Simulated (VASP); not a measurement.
RbIr3, 4 atoms in the cell. The structure is cubic, space group Pm-3m (No. 221). Conventional cell: a = 4.155 Å, b = 4.155 Å, c = 4.155 Å, α = 90.00°, β = 90.00°, γ = 90.00°. Within 3.9 Å of Rb (site symmetry m-3m) lie 12 Ir at 2.94 Å. Ir (site symmetry 4/mmm) has 4 Rb at 2.94 Å and 8 Ir at 2.94 Å within 3.9 Å. 

| Quantity | Value |
| --- | --- |
| Program | VASP 6.6.1 |
| Task | single point |
| Functional | PBE |
| Potentials or basis | VASP PAW PBE potentials, release 64 (Rb_sv, Ir) |
| Cutoff | 520 eV |
| k mesh | 12 × 12 × 12 |
| Occupations | gaussian, width 0.1 eV |
| Spin | no spin polarisation |
| Dipole correction | no |
| Further INCAR settings | ALGO = Fast; EDIFF = 1e-06; NBANDS = 26 |

Potentials or basis: VASP PAW PBE potentials, release 64 (Rb_sv, Ir).

The run is started by

```bash
$ cat potpaw_PBE.64/Rb_sv/POTCAR potpaw_PBE.64/Ir/POTCAR > POTCAR
$ mpirun -np 1 vasp_std > vasp.out
```

Hardware: 1 thread of Intel(R) Xeon(R) Platinum 8488C (Sapphire Rapids), with other jobs on the host.

Q: Estimate the wall time of this run.

A: Run time: 110 s on 1 thread of Intel(R) Xeon(R) Platinum 8488C (Sapphire Rapids) (shared host), peak memory 0.27 GiB. Counts: scf iterations 18, k points 84.
